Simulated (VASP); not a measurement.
A run of VASP 6.6.1:

INCAR

```
SYSTEM = GaCo
ALGO = Fast
EDIFF = 1E-7
ENCUT = 520
GGA = PS
ISIF = 2
ISMEAR = 0
LASPH = .TRUE.
LCHARG = .FALSE.
LREAL = .FALSE.
LWAVE = .FALSE.
NBANDS = 18
NELM = 60
PREC = Accurate
SIGMA = 0.15
```

Contents of KPOINTS:

```
k-points
0
G
  16 16 16
  0 0 0
```

POSCAR

```
GaCo
1.0
    3.1137480000      0.0000000000      0.0000000000
    0.0000000000      3.1137480000      0.0000000000
    0.0000000000      0.0000000000      2.8831000000
Ga Co
1 1
Direct
    0.5000000000      0.5000000000      0.5000000000
    0.0000000000      0.0000000000      0.0000000000
```

Potentials or basis: VASP PAW PBE potentials, release 64 (Ga_d, Co).

The run is started by

```sh
$ cat potpaw_PBE.64/Ga_d/POTCAR potpaw_PBE.64/Co/POTCAR > POTCAR
$ mpirun -np 1 vasp_std > vasp.out
```

Hardware: 1 thread of AMD EPYC 7R13 Processor (Zen 3), with other jobs on the host.

Problem. How long does it take, and how much memory?

Solution. Wall time 2.9 min on 1 thread of AMD EPYC 7R13 Processor (Zen 3), on a shared host, peak memory 0.29 GiB. Counts: scf iterations 18, k points 405.
